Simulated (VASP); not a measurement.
Runs of VASP 6.6.1 on KBr. The structure is that of space group F-43m (No. 216), or close to it. The cells are those of the table. 

| task | level | cell | cutoff (eV) | smearing | gap on the mesh (eV) | pressure (GPa) |
| --- | --- | --- | --- | --- | --- | --- |
| single point | PBE | a = 5.294 Å, angles 59.7°, 2 atoms | 520 | gaussian 0.1 eV | 4.21 | -0.1 |
| single point | PBE | a = 5.269 Å, angles 59.8°, 2 atoms | 520 | gaussian 0.02 eV | 4.23 | 0.0 |
| single point | r2SCAN | a = 5.269 Å, angles 59.8°, 2 atoms | 520 | gaussian 0.02 eV | 4.80 | (a) |
| relaxation of cell and atoms | PBE | relaxed from a = 5.294 Å, angles 59.7°, 2 atoms | 600 | gaussian 0.02 eV | 4.23 | 0.0 |

Alike in all rows: potentials or basis VASP PAW PBE potentials, release 64 (K_sv, Br); no spin polarisation; k mesh 6 × 6 × 6.

Task: Fill in the values left out.

Result: (a) -0.2.

Caveats: the PAW data sets were made with another functional, which shifts forces and pressure a little (at least some runs).

A k mesh can miss the band edges, and the runs leave out spin-orbit coupling on Br.
